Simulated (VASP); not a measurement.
A run of VASP 6.6.1 is set up as follows.

INCAR

```
  ALGO = Normal
  EDIFF = 1E-6
  ENCUT = 520
  GGA = PE
  ISIF = 2
  ISMEAR = 0
  LASPH = True
  LCHARG = False
  LREAL = False
  LWAVE = False
  NBANDS = 22
  NELM = 80
  PREC = Accurate
  SIGMA = 0.1
```

The input KPOINTS:

```
k-points
0
Gamma
  12 12 4
```

POSCAR

```
Cs2B3
1.0
    3.3527465186      0.0000000000      0.0000000000
   -1.6763732593      2.9035636576      0.0000000000
    0.0000000000      0.0000000000     11.0304492314
Cs B
2 3
Direct
    0.3333333333      0.6666666667      0.2228030088
    0.6666666667      0.3333333333      0.7771969912
    0.0000000000      0.0000000000      0.0000000000
    0.3333333333      0.6666666667      0.5021850166
    0.6666666667      0.3333333333      0.4978149834
```

Potentials or basis: VASP PAW PBE potentials, release 64 (Cs_sv, B).

Launch:

```sh
$ cat potpaw_PBE.64/Cs_sv/POTCAR potpaw_PBE.64/B/POTCAR > POTCAR
$ mpirun -np 1 vasp_std > vasp.out
```

Question: Estimate the band gap on the k mesh.

Answer: Zero (an odd number of electrons rules out a gap without spin polarisation).

Question: Estimate the largest force.

Answer: 0.009 eV/Å.

Question: Predict the pressure.

Answer: 0.4 GPa.

Stress tensor (GPa, compression positive):
```
0.40 0.00 0.00
0.00 0.40 0.00
0.00 0.00 0.28
```

Caveat: spin-orbit coupling is left out, which moves the levels of the heavy elements.
